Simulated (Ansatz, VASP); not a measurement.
**BaTiO3 in VASP and in Ansatz**

```
CELL_PARAMETERS angstrom
2.82767 1.63255 2.27138
-2.82767 1.63255 2.27138
0.00000 -3.26511 2.27138
ATOMIC_POSITIONS crystal
Ba 0.99970 0.99970 0.99970
Ti 0.49009 0.49009 0.49009
O 0.50875 0.50875 0.01401
O 0.01401 0.50875 0.50875
O 0.50875 0.01401 0.50875
```

Change from the starting cell: z stretched by -2 %, ions relaxed.

Alike in both runs: functional PBE; k mesh 8 × 8 × 8; occupations fermi-dirac, width 0.02 eV; no spin polarisation.

Ansatz relaxed the structure, and its values are those at the end. VASP's run is a single point on that final structure, the one shown.

|  | VASP | Ansatz |
| --- | --- | --- |
| version | VASP 6.6.1 | Ansatz 0.2.0 |
| potentials or method | VASP PAW PBE potentials, release 64 (Ba_sv, Ti_sv, O) | plane-wave PAW, scalar-relativistic |
| plane-wave cutoff (eV) | 520 | 420 |
| valence electrons in the cell | 40 | 40 |

|  | VASP | Ansatz | Ansatz less VASP |
| --- | --- | --- | --- |
| gap on the k mesh at the Fermi level (eV) | 2.15 | 2.21 | +0.057 |
| pressure (GPa) | 9.1 | 7.2 | -1.94 |
| rms of the force components (eV/Å) | 0.022 | 0.001 | -0.0205 |

The functional is the same, so the differences come from potentials, cutoffs and numerics. Ansatz's warnings: stress scf threshold loose.

Neither program's run includes spin-orbit coupling.
